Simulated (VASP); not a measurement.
# Si (Fd-3m) in VASP: a series of runs

Runs on Si. Level: LDA. Tasks: single point, relaxation of cell and atoms.

All numbers are computed with VASP 6.6.1; they aren't measurements. Logs are shortened: lines on timing, memory, paths and dates and some standing lists are left out, and cuts for length are marked.

**1. The cell of the first run**

The structure is cubic, space group Fd-3m (No. 227). Conventional cell: a = 5.402 Å, b = 5.402 Å, c = 5.402 Å, α = 90.00°, β = 90.00°, γ = 90.00°. Si (site symmetry -43m) has 4 Si at 2.34 Å within 3.1 Å.

**2. Single point, LDA**

The input, INCAR:

```
  PREC = Accurate
  ENCUT = 520
  EDIFF = 1E-6
  ISMEAR = 0
  SIGMA = 0.02
  LREAL = F
  LASPH = T
  NELM = 60
  ALGO = Normal
  ISIF = 2
  LWAVE = F
  LCHARG = F
  GGA = CA
  NBANDS = 11
```

The input, KPOINTS:

```
regular mesh
0
Gamma
  12 12 12
```

The input, POSCAR:

```
Si
1.0
    0.0000000000      2.7009711436      2.7009711436
    2.7009711436      0.0000000000      2.7009711436
    2.7009711436      2.7009711436      0.0000000000
Si
2
Direct
    0.7500000000      0.7500000000      0.7500000000
    0.5000000000      0.5000000000      0.5000000000
```

Potentials or basis: VASP PAW LDA potentials, release 64 (Si).

Started as:

```sh
cat potpaw_LDA.64/Si/POTCAR > POTCAR
mpirun -np 1 vasp_std > vasp.out
```

OUTCAR:

```text
PREC = Accurate
   ENCUT = 520
   EDIFF = 1E-6
   ISMEAR = 0
   LREAL = F
   LASPH = T
   NELM = 60
   ISIF = 2
   GGA = CA

 ion  position               nearest neighbor table
   1  0.750  0.750  0.750-   2 2.34   2 2.34   2 2.34   2 2.34
   2  0.500  0.500  0.500-   1 2.34   1 2.34   1 2.34   1 2.34

  LATTYP: Found a face centered cubic cell.
 ALAT       =     5.4019422872

  Lattice vectors:

 A1 = (   0.0000000000,   2.7009711436,   2.7009711436)
 A2 = (   2.7009711436,   0.0000000000,   2.7009711436)
 A3 = (   2.7009711436,   2.7009711436,   0.0000000000)

Analysis of symmetry for initial positions (statically):
=====================================================================
 Subroutine PRICEL returns:
 Original cell was already a primitive cell.

 Routine SETGRP: Setting up the symmetry group for a
 face centered cubic supercell.

 Subroutine GETGRP returns: Found 48 space group operations
 (whereof 24 operations were pure point group operations)
 out of a pool of 48 trial point group operations.

The static configuration has the point symmetry T_d .
 The point group associated with its full space group is O_h .

Analysis of symmetry for dynamics (positions and initial velocities):
=====================================================================
 Subroutine PRICEL returns:
 Original cell was already a primitive cell.

 Routine SETGRP: Setting up the symmetry group for a
 face centered cubic supercell.

 Subroutine GETGRP returns: Found 48 space group operations
 (whereof 24 operations were pure point group operations)
 out of a pool of 48 trial point group operations.

The dynamic configuration has the point symmetry T_d .
 The point group associated with its full space group is O_h .

 Subroutine INISYM returns: Found 48 space group operations
 (whereof 24 operations are pure point group operations),
 and found     1 'primitive' translations

----------------------------------------------------------------------------------------

                                     Primitive cell

  volume of cell :      39.4085

  direct lattice vectors                    reciprocal lattice vectors
     0.000000000  2.700971144  2.700971144    -0.185118601  0.185118601  0.185118601
     2.700971144  0.000000000  2.700971144     0.185118601 -0.185118601  0.185118601
     2.700971144  2.700971144  0.000000000     0.185118601  0.185118601 -0.185118601

  length of vectors
     3.819750023  3.819750023  3.819750023     0.320634823  0.320634823  0.320634823

  position of ions in fractional coordinates (direct lattice)
     0.750000000  0.750000000  0.750000000
     0.500000000  0.500000000  0.500000000

  ion indices of the primitive-cell ions
   primitive index   ion index
                 1           1
                 2           2

----------------------------------------------------------------------------------------

 KPOINTS: regular mesh

Automatic generation of k-mesh.
 Grid dimensions read from file:
 generate k-points for:   12   12   12

 Generating k-lattice:

  Cartesian coordinates                     Fractional coordinates (reciprocal lattice)
    -0.015426550  0.015426550  0.015426550     0.083333333  0.000000000  0.000000000
     0.015426550 -0.015426550  0.015426550     0.000000000  0.083333333  0.000000000
     0.015426550  0.015426550 -0.015426550     0.000000000  0.000000000  0.083333333

  Length of vectors
     0.026719569  0.026719569  0.026719569

  Shift w.r.t. Gamma in fractional coordinates (k-lattice)
     0.000000000  0.000000000  0.000000000

 Subroutine IBZKPT returns following result:
 ===========================================

 Found     72 irreducible k-points:

 Following reciprocal coordinates:
            Coordinates               Weight
  0.000000  0.000000  0.000000      1.000000
  0.083333  0.000000  0.000000      8.000000
  0.166667  0.000000  0.000000      8.000000
  0.250000  0.000000  0.000000      8.000000
  0.333333  0.000000  0.000000      8.000000
  0.416667  0.000000  0.000000      8.000000
[... 16 lines left out ...]
  0.500000  0.166667  0.000000     24.000000
 -0.416667  0.166667  0.000000     24.000000
 [... further k-points ...]
   k-points           NKPTS =     72   k-points in BZ     NKDIM =     72   number of bands    NBANDS=     11
   number of dos      NEDOS =    301   number of ions     NIONS =      2
   total plane-waves  NPLWV =  21952
   dimension x,y,z NGX =    28 NGY =   28 NGZ =   28
   dimension x,y,z NGXF=    56 NGYF=   56 NGZF=   56
   ions per type =               2
   NGX,Y,Z   is equivalent  to a cutoff of  12.19, 12.19, 12.19 a.u.
   NGXF,Y,Z  is equivalent  to a cutoff of  24.37, 24.37, 24.37 a.u.
 SYSTEM =  unknown system
   PREC   = accura    normal or accurate (medium, high low for compatibility)
   ISTART =      0    job   : 0-new  1-cont  2-samecut
   ICHARG =      2    charge: 1-file 2-atom 10-const
   ISPIN  =      1    spin polarized calculation?
   LNONCOLLINEAR =      F non collinear calculations
   LSORBIT =      F    spin-orbit coupling
   LASPH  =      T    aspherical Exc in radial PAW
   ENCUT  =  520.0 eV  38.22 Ry    6.18 a.u.   7.10  7.10  7.10*2*pi/ulx,y,z
   NELM   =     60;   NELMIN=  2; NELMDL= -5     # of ELM steps
   EDIFF  = 0.1E-05   stopping-criterion for ELM
   LREAL  =      F    real-space projection
   EDIFFG = 0.1E-04   stopping-criterion for IOM
   NSW    =      0    number of steps for IOM
   IBRION =     -1    ionic relax: 0-MD 1-quasi-New 2-CG
   NFREE  =      0    steps in history (QN), initial steepest desc. (CG)
   ISIF   =      2    stress and relaxation
   ISYM   =      2    0-nonsym 1-usesym 2-fastsym
   POTIM  = 0.5000    time-step for ionic-motion
   TEBEG  =    0.0;   TEEND  =   0.0 temperature during run
   PSTRESS=    0.0 pullay stress
   NELECT =       8.0000    total number of electrons
   NUPDOWN=      -1.0000    fix difference up-down
   EMIN   =  10.00;   EMAX   =-10.00  energy-range for DOS
   EFERMI =   0.00;   METHOD = LEGACY
   ISMEAR =     0;   SIGMA  =   0.02  broadening in eV -4-tet -1-fermi 0-gaus
   EFERMI_NEDOS =   21; number of points for ismear=-14 and -15
   IALGO  =     38    algorithm
   IMIX   =      4    mixing-type and parameters
     AMIX     =   0.40;   BMIX     =  1.00
     AMIX_MAG =   1.60;   BMIX_MAG =  1.00
  volume/ion in A,a.u.               =      19.70       132.97
  Fermi-wavevector in a.u.,A,eV,Ry     =   0.962147  1.818195 12.595285  0.925727
  Thomas-Fermi vector in A             =   2.091581
   LORBIT       =      0    0 simple, 1 ext, 2 COOP (PROOUT), +10 PAW based schemes
   GGA     = CA    functional components
   LHFCALC =     F    Hartree Fock is set to
   AEXX    =    0.0000 exact exchange contribution
   IVDW    =     0    specifies the selected vdW correction
   LEPSILON=     F    determine dielectric tensor
   LRPA    =     F    only Hartree local field effects (RPA)
 non-spin polarized calculation
 Gauss-broadening in eV      SIGMA  =   0.02
  energy-cutoff  :      520.00
  volume of cell :       39.41
 maximum number of plane-waves:      1074
   NGX = 15   NGY = 15   NGZ = 15

 number of electron       8.0000001 magnetization

 Free energy of the ion-electron system (eV)
  ---------------------------------------------------
  ext. energy  EPLUGINS =         0.00000000
  ---------------------------------------------------
  free energy    TOTEN  =       -11.91974442 eV

  energy without entropy =      -11.91974442  energy(sigma->0) =      -11.91974442

 E-fermi :   6.0934     XC(G=0):  -9.6658

 val. band max:        5.9331375085   @ k =   0.0000   0.0000   0.0000
 cond. band min:       6.3752299826   @ k =   0.4167   0.4167   0.0000
 fundamental gap:      0.4420924741
 Fermi energy:         6.0933861310

 k-point     1 :       0.0000    0.0000    0.0000
  band No.  band energies     occupation
      1      -6.1334      2.00000
      2       5.9331      2.00000
      3       5.9331      2.00000
      4       5.9331      2.00000
      5       8.4642      0.00000
      6       8.4642      0.00000
      7       8.4642      0.00000
      8       9.3254      0.00000
      9      13.6693      0.00000
     10      13.6693      0.00000
     11      13.6788      0.00000

 k-point     2 :       0.0833    0.0000    0.0000
  band No.  band energies     occupation
      1      -6.0411      2.00000
      2       5.0642      2.00000
      3       5.7866      2.00000
      4       5.7866      2.00000
      5       8.5101      0.00000
      6       8.6791      0.00000
      7       8.6791      0.00000
      8       9.9809      0.00000
      9      13.3829      0.00000
     10      13.3829      0.00000
     11      14.0779      0.00000

 k-point     3 :       0.1667    0.0000    0.0000
  band No.  band energies     occupation
      1      -5.7671      2.00000
      2       3.5254      2.00000
      3       5.4757      2.00000
      4       5.4757      2.00000
      5       8.2467      0.00000
      6       9.1191      0.00000
      7       9.1191      0.00000
      8      11.3901      0.00000
      9      12.9965      0.00000
     10      12.9965      0.00000
     11      14.8476      0.00000
[... 267 lines left out ...]
 k-point    23 :       0.5000    0.1667    0.0000
  band No.  band energies     occupation
      1      -3.5976      2.00000
      2      -0.7467      2.00000
      3       3.1069      2.00000
      4       4.1323      2.00000
      5       7.8888      0.00000
      6      10.0078      0.00000
      7      10.5201      0.00000
      8      12.3087      0.00000
      9      15.2528      0.00000
     10      16.4134      0.00000
     11      17.6683      0.00000

 k-point    24 :      -0.4167    0.1667    0.0000
  band No.  band energies     occupation
      1      -3.4789      2.00000
      2      -0.9115      2.00000
      3       2.8879      2.00000
      4       4.3205      2.00000
      5       8.0416      0.00000
      6       9.9521      0.00000
      7      10.2904      0.00000
      8      13.8668      0.00000
      9      14.4241      0.00000
     10      14.7072      0.00000
     11      17.0302      0.00000

 [... further k-points ...]

------------------------ aborting loop because EDIFF is reached ----------------------------------------

  FORCE on cell =-STRESS in cart. coord.  units (eV):
  Direction    XX          YY          ZZ          XY          YZ          ZX
  --------------------------------------------------------------------------------------
  -------------------------------------------------------------------------------------
  Total        0.0116989      0.0116989      0.0116989      0.0000000      0.0000000      0.0000000
  in kB        0.4756255      0.4756255      0.4756255      0.0000000      0.0000000      0.0000000
  external PRESSURE =       0.4756255 kB  Pullay stress =       0.0000000 kB

 VOLUME and BASIS-vectors are now :
 -----------------------------------------------------------------------------
  energy-cutoff  :      520.00
  volume of cell :       39.41
      direct lattice vectors                 reciprocal lattice vectors
     0.000000000  2.700971144  2.700971144    -0.185118601  0.185118601  0.185118601
     2.700971144  0.000000000  2.700971144     0.185118601 -0.185118601  0.185118601
     2.700971144  2.700971144  0.000000000     0.185118601  0.185118601 -0.185118601

 POSITION                                       TOTAL-FORCE (eV/Angst)
 -----------------------------------------------------------------------------------
      4.05146      4.05146      4.05146        -0.000000     -0.000000     -0.000000
      2.70097      2.70097      2.70097         0.000000      0.000000      0.000000
 -----------------------------------------------------------------------------------
    total drift:                                0.000000      0.000000     -0.000000

  FREE ENERGIE OF THE ION-ELECTRON SYSTEM (eV)
  ---------------------------------------------------
  free  energy   TOTEN  =       -11.9197444164 eV

  energy  without entropy=      -11.9197444164  energy(sigma->0) =      -11.91974442
```

It took 11 s on 1 thread of Intel Xeon 6975P-C (Granite Rapids), shared host; peak memory 0.14 GiB.

What came out:

- Free energy: -11.9197 eV
- Pressure: 0.0 GPa
- Band gap on the k mesh: 0.44 eV, indirect (least direct gap 2.53 eV)

Levels at points of the mesh, in eV from the valence-band top:
```csv
k point,band 2,band 3,band 4,band 5,band 6,band 7
"(0.00, 0.00, 0.00)",0.00,0.00,0.00,2.53,2.53,2.53
"(0.50, 0.00, 0.00)",-7.06,-1.21,-1.21,1.49,3.29,3.29
"(0.50, 0.50, 0.00)",-7.86,-2.89,-2.89,0.57,0.57,10.11
```

A k mesh can miss the band edges. As with any semilocal functional, this LDA gap is likely too small.

**3. Relaxation of cell and atoms, LDA**

The input, INCAR:

```
PREC = Accurate
ENCUT = 600
EDIFF = 1E-6
ISMEAR = 0
SIGMA = 0.02
LREAL = F
LASPH = T
NELM = 100
ALGO = Normal
ISIF = 3
LWAVE = F
LCHARG = F
GGA = CA
IBRION = 2
NSW = 100
EDIFFG = -0.005
```

KPOINTS is that of step 2.

POSCAR is that of step 2.

Potentials or basis: VASP PAW LDA potentials, release 64 (Si).

Started as:

```sh
cat potpaw_LDA.64/Si/POTCAR > POTCAR
mpirun -np 1 vasp_std > vasp.out
```

Run time: 13 s. Hardware: 1 thread of Intel Xeon 6975P-C (Granite Rapids), shared host; peak memory 0.15 GiB.

The run converged. Its results:

```
Free energy                            : -11.9199 eV
Relaxed volume                         : 19.72 Å³/atom
Relaxed cell                           : a = 3.820 Å, b = 3.820 Å, c = 3.820 Å, α = 60.00°, β = 60.00°, γ = 60.00°
Space group after relaxing (to 0.05 Å) : Fd-3m (No. 227)
Energy gained by relaxing              : 0.0 meV/atom
Ionic steps                            : 3
Pressure after relaxing                : 0.0 GPa
Band gap on the k mesh                 : 0.44 eV, indirect (least direct gap 2.53 eV)
```

Final structure:
```xyz
2
Lattice="0.0000 2.7015 2.7015 2.7015 0.0000 2.7015 2.7015 2.7015 0.0000" Properties=species:S:1:pos:R:3 pbc="T T T"
Si    4.0522    4.0522    4.0522
Si    2.7015    2.7015    2.7015
```

Levels at points of the mesh, in eV from the valence-band top:
```tsv
k point	band 1	band 2	band 3	band 4	band 5	band 6	band 7	band 8
(0.00, 0.00, 0.00)	-12.06	0.00	0.00	0.00	2.53	2.53	2.53	3.39
(0.50, 0.00, 0.00)	-9.69	-7.06	-1.21	-1.21	1.48	3.29	3.29	7.54
(0.50, 0.50, 0.00)	-7.86	-7.86	-2.89	-2.89	0.57	0.57	10.11	10.11
```

A k mesh can miss the band edges. A hybrid or GW would open this gap; LDA tends to underestimate it.
